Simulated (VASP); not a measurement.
Write the native input for VASP 6.6.1 that does the following.

* Task: relaxation of the atoms
* Functional: PBE
* Potentials or basis: VASP PAW PBE potentials, release 64 (Si, O)
* Cutoff: 520 eV
* k mesh: 5 × 5 × 4
* Occupations: fermi-dirac, width 0.02 eV
* Spin: no spin polarisation
* Dipole correction: no
* Further INCAR settings: ALGO = Normal; EDIFF = 1e-06; IBRION = 2; EDIFFG = -0.02; NSW = 80

The structure of SiO2 lies in POSCAR:

```
SiO2
1.0
    4.9820000000      0.0000000000      0.0000000000
    0.0000000000      4.9820000000      0.0000000000
    0.0000000000      0.0000000000      6.9630000000
Si O
4 8
Direct
    0.2989700000      0.2989700000      0.0000000000
    0.2010300000      0.7989700000      0.2500000000
    0.7010300000      0.7010300000      0.5000000000
    0.7989700000      0.2010300000      0.7500000000
    0.2398900000      0.1034700000      0.1781300000
    0.3965300000      0.7398900000      0.4281300000
    0.7601100000      0.8965300000      0.6781300000
    0.6034700000      0.2601100000      0.9281300000
    0.7398900000      0.3965300000      0.5718700000
    0.8965300000      0.7601100000      0.3218700000
    0.2601100000      0.6034700000      0.0718700000
    0.1034700000      0.2398900000      0.8218700000
```

One way to write it, as run:

INCAR

```
SYSTEM = SiO2
ALGO = Normal ; EDIFF = 1E-6
EDIFFG = -0.02 ; ENCUT = 520
GGA = PE ; IBRION = 2
ISIF = 2 ; ISMEAR = -1
LASPH = .True. ; LCHARG = .False.
LREAL = .False. ; LWAVE = .False.
NELM = 60 ; NSW = 80
PREC = Accurate ; SIGMA = 0.02
```

KPOINTS

```
k-points
0
Gamma
  5 5 4
  0 0 0
```

Potentials or basis: VASP PAW PBE potentials, release 64 (Si, O).

The run is started by

```sh
$ cat potpaw_PBE.64/Si/POTCAR potpaw_PBE.64/O/POTCAR > POTCAR
$ mpirun -np 1 vasp_std > vasp.out
```

Results of the run:

| Property | Result |
| --- | --- |
| Energy gained by relaxing | 8.2 meV/atom |
| Ionic steps | 16 |
| Pressure after relaxing | 1.2 GPa |
| Largest force after relaxing | 0.020 eV/Å |
| Band gap on the k mesh | 5.61 eV |

Run time: 28 min on 1 thread of Oxide Virtual Turin-like Processor, on a shared host, peak memory 0.29 GiB.
